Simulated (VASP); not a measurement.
Here is a VASP 6.6.1 calculation.

The input POSCAR:

```
BeS
1.0
    0.0000000000      2.4343066359      2.4343066359
    2.4343066359      0.0000000000      2.4343066359
    2.4343066359      2.4343066359      0.0000000000
Be S
1 1
Direct
    0.0000000000      0.0000000000      0.0000000000
    0.2500000000      0.2500000000      0.2500000000
```

Contents of INCAR.step1:

```
SYSTEM = BeS
PREC     = Accurate       ! precision mode
ENCUT    = 660            ! plane-wave cutoff, eV
ISMEAR   = 0              ! smearing method
SIGMA    = 0.01           ! smearing width, eV
LREAL    = .False.        ! projectors in reciprocal space
LASPH    = .True.         ! aspherical terms in the spheres
NELM     = 120            ! most SCF steps
NBANDS   = 11             ! bands
GGA      = PE             ! functional
ALGO     = Normal         ! electronic algorithm
EDIFF    = 1E-5           ! SCF threshold, eV
LWAVE    = .True.         ! write WAVECAR
LCHARG   = .False.        ! write CHGCAR
GGA_COMPAT= .False.
```

The input INCAR.step2:

```
SYSTEM = BeS
PREC     = Accurate       ! precision mode
ENCUT    = 660            ! plane-wave cutoff, eV
EDIFF    = 1E-6           ! SCF threshold, eV
ISMEAR   = 0              ! smearing method
SIGMA    = 0.01           ! smearing width, eV
LREAL    = .False.        ! projectors in reciprocal space
LASPH    = .True.         ! aspherical terms in the spheres
NELM     = 120            ! most SCF steps
ALGO     = Normal         ! electronic algorithm
ISIF     = 2              ! what is computed and relaxed
LWAVE    = .False.        ! write WAVECAR
LCHARG   = .False.        ! write CHGCAR
METAGGA  = R2SCAN         ! meta-GGA
LMIXTAU  = .True.       
NBANDS   = 11             ! bands
ISTART   = 1            
GGA_COMPAT= .False.
```

The input KPOINTS:

```
Automatic mesh
0
Gamma
  6 6 6
  0 0 0
```

Potentials or basis: VASP PAW PBE potentials, release 64 (Be, S).

Launch:

```sh
$ cat potpaw_PBE.64/Be/POTCAR potpaw_PBE.64/S/POTCAR > POTCAR
$ cp INCAR.step1 INCAR
$ mpirun -np 1 vasp_std > vasp.out
$ cp INCAR.step2 INCAR
$ mpirun -np 1 vasp_std > vasp.out
```

What does it give for the pressure?

0.3 GPa.

What does it give for the band gap on the k mesh?

3.60 eV, indirect (least direct gap 6.26 eV).

Caveat: the PAW data sets were made with another functional, which shifts forces and pressure a little. r2SCAN opens gaps a little over a GGA but as a rule still falls short of measured ones.
